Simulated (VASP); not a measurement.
A run of VASP 6.6.1:

Contents of INCAR:

```
SYSTEM = ZnSe
PREC = Accurate
ENCUT = 520
EDIFF = 1E-6
ISMEAR = 0
SIGMA = 0.05
LREAL = .False.
LASPH = .True.
NELM = 100
ALGO = Normal
ISIF = 2
LWAVE = .False.
LCHARG = .False.
GGA = PE
NBANDS = 16
```

Contents of KPOINTS:

```
Automatic mesh
0
Gamma
  8 8 8
  0 0 0
```

File POSCAR:

```
ZnSe
1.0
    0.0000000000      2.7512833347      2.7512833347
    2.7512833347      0.0000000000      2.7512833347
    2.7512833347      2.7512833347      0.0000000000
Zn Se
1 1
Direct
    0.0000000000      0.0000000000      0.0000000000
    0.7500000000      0.7500000000      0.7500000000
```

Potentials or basis: VASP PAW PBE potentials, release 64 (Zn, Se).

The run is started by

```bash
$ cat potpaw_PBE.64/Zn/POTCAR potpaw_PBE.64/Se/POTCAR > POTCAR
$ mpirun -np 1 vasp_std > vasp.out
```

Hardware: 1 thread of Intel(R) Xeon(R) Platinum 8488C (Sapphire Rapids), with other jobs on the host.

Estimate the wall time of this run.

It took 18 s on 1 thread of Intel(R) Xeon(R) Platinum 8488C (Sapphire Rapids) (shared host), peak memory 0.17 GiB. Counts: scf iterations 12, k points 29.
